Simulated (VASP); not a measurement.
A run of VASP 6.6.1:

Contents of INCAR:

```
PREC = Accurate
ENCUT = 520
EDIFF = 1E-7
ISMEAR = 0
SIGMA = 0.1
LREAL = False
LASPH = True
NELM = 150
ALGO = Normal
ISIF = 2
LWAVE = False
LCHARG = False
ISPIN = 2
MAGMOM = 0 0 3 0 0 0 0
LORBIT = 11
LMAXMIX = 4
GGA = PE
IVDW = 12
NBANDS = 34
```

The input KPOINTS:

```
regular mesh
0
Gamma
  4 4 2
```

The input POSCAR:

```
K2CoSi4
1.0
    3.6635157087      0.0000000000      0.0000000000
    0.0000000000      3.6635157087      0.0000000000
    0.0000000000      0.0000000000     12.4840150518
K Co Si
2 1 4
Direct
    0.5000000000      0.0000000000      0.6566500725
    0.0000000000      0.5000000000      0.3433499275
    0.0000000000      0.0000000000      0.0000000000
    0.0000000000      0.5000000000      1.0976019741
    0.0000000000      0.5000000000      0.8705218657
    0.5000000000      0.0000000000      0.1294781343
    0.5000000000      0.0000000000     -0.0976019741
```

Potentials or basis: VASP PAW PBE potentials, release 64 (K_sv, Co, Si).

Command:

```bash
$ cat potpaw_PBE.64/K_sv/POTCAR potpaw_PBE.64/Co/POTCAR potpaw_PBE.64/Si/POTCAR > POTCAR
$ mpirun -np 1 vasp_std > vasp.out
```

Hardware: 1 thread of AMD EPYC 7R43 64-Core Processor (Zen 3) (shared host).

**Question.** How long does it take, and how much memory?

**Answer.** Run time: 6.5 min on 1 thread of AMD EPYC 7R43 64-Core Processor (Zen 3), with other jobs on the host, peak memory 0.35 GiB. Counts: scf iterations 24, k points 12.
